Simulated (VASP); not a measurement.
A run of VASP 6.6.1:

The input INCAR:

```
PREC = Accurate ; ENCUT = 520
EDIFF = 1E-6 ; ISMEAR = 0
SIGMA = 0.1 ; LREAL = F
LASPH = T ; NELM = 60
ALGO = Fast ; ISIF = 2
LWAVE = F ; LCHARG = F
LDIPOL = T ; IDIPOL = 3
DIPOL = 0.5 0.5 0.500 ; GGA = PS
NBANDS = 33
```

Contents of KPOINTS:

```
regular mesh
0
Gamma
  9 9 1
```

POSCAR

```
Ca
1.0
    3.8570176995      0.0000000000      0.0000000000
    0.0000000000      3.8570176995      0.0000000000
    0.0000000000      0.0000000000     25.9092934819
Ca
5
Direct
    0.5000000000      0.5000000000      0.2894714209
    0.0000000000      0.0000000000      0.3947357105
    0.5000000000      0.5000000000      0.5000000000
    0.0000000000      0.0000000000      0.6052642895
    0.5000000000      0.5000000000      0.7105285791
```

Potentials or basis: VASP PAW PBE potentials, release 64 (Ca_sv).

Launch:

```console
$ cat potpaw_PBE.64/Ca_sv/POTCAR > POTCAR
$ mpirun -np 1 vasp_std > vasp.out
```

Hardware: 1 thread of Intel(R) Xeon(R) Platinum 8488C (Sapphire Rapids) (shared host).

Estimate the wall time of this run.

It took 8.3 min on 1 thread of Intel(R) Xeon(R) Platinum 8488C (Sapphire Rapids), with other jobs on the host, peak memory 0.48 GiB. Counts: scf iterations 25, k points 15.
